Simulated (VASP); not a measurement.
## VH: single point with PBEsol

VH:

```
V H
1.0
     2.70072    0.00000    0.00000
    -1.35036    2.33890    0.00000
     0.00000    0.00000    4.85885
V H
2 2
Direct
  0.00000 0.00000 0.00000
  0.00000 0.00000 0.50000
  0.66667 0.33333 0.75000
  0.33333 0.66667 0.25000
```

| Property | Result |
| --- | --- |
| Program | VASP 6.6.1 |
| Task | single point |
| Functional | PBEsol |
| Potentials or basis | VASP PAW PBE potentials, release 64 (V_sv, H) |
| Cutoff | 520 eV |
| k mesh | 10 × 10 × 5 |
| Occupations | methfessel-paxton, width 0.02 eV |
| Spin | collinear spin, ferromagnetic start |
| Starting moments | [1.5, 1.5, 0.0, 0.0] μB |

- Pressure: 0.2 GPa
- Net moment: 0.15 μB per cell
- Site moments: V +0.07; H -0.00 μB
- Valence electrons inside the program's atomic spheres: V 11.78; H 0.56

Stress tensor (GPa, compression positive):
```
 0.61  0.00  0.00
 0.00  0.61  0.00
 0.00  0.00 -0.74
```

Levels at points of the mesh, in eV from the Fermi level:
Spin up:
```
           k point  band 10  band 11  band 12  band 13  band 14  band 15  band 16  band 17  band 18  band 19
(0.00, 0.00, 0.00)    -6.37    -3.43    -2.70    -0.49    -0.49     0.32     0.32     0.44     0.44     2.73
(0.50, 0.00, 0.00)    -5.59    -4.20    -2.19    -2.18    -0.52     1.09     2.40     2.69     2.93     3.11
```
Spin down:
```
           k point  band 12  band 13  band 14  band 15  band 16  band 17
(0.00, 0.00, 0.00)    -2.66    -0.43    -0.43     0.37     0.37     0.51
(0.50, 0.00, 0.00)    -2.15    -2.14    -0.44     1.17     2.49     2.75
```

Wall time 110 s on 1 thread of Oxide Virtual Turin-like Processor, with other jobs on the host, peak memory 0.15 GiB.

Caveat: the PAW data sets were made with another functional, which shifts forces and pressure a little.
